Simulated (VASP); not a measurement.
A run of VASP 6.6.1 is set up as follows.

INCAR

```
SYSTEM = Hg
PREC = Accurate
ENCUT = 520
EDIFF = 1E-6
ISMEAR = -1
SIGMA = 0.1
LREAL = .False.
LASPH = .True.
NELM = 100
ALGO = Normal
ISIF = 2
LWAVE = .False.
LCHARG = .True.
GGA = B5
ALDAX = 1.0
AGGAX = 1.0
AGGAC = 1.0
ALDAC = 0.0
LELF = .True.
LVHAR = .True.
NBANDS = 12
```

The input KPOINTS:

```
Automatic mesh
0
Gamma
  8 8 8
  0 0 0
```

POSCAR

```
Hg
1.0
   -3.3438838040      3.3438838040      3.3438838040
    3.3438838040     -3.3438838040      3.3438838040
    3.3438838040      3.3438838040     -3.3438838040
Hg
1
Direct
    0.0000000000      0.0000000000      0.0000000000
```

Potentials or basis: VASP PAW PBE potentials, release 64 (Hg).

The run is started by

```console
$ cat potpaw_PBE.64/Hg/POTCAR > POTCAR
$ mpirun -np 1 vasp_std > vasp.out
```

(1) Predict the band gap on the k mesh.

(2) Predict the pressure.

Answers

(1) 4.70 eV (least direct gap 4.86 eV).

(2) 0.0 GPa.

Caveat: the PAW data sets were made with another functional, which shifts forces and pressure a little; spin-orbit coupling is left out, which moves the levels of the heavy elements.
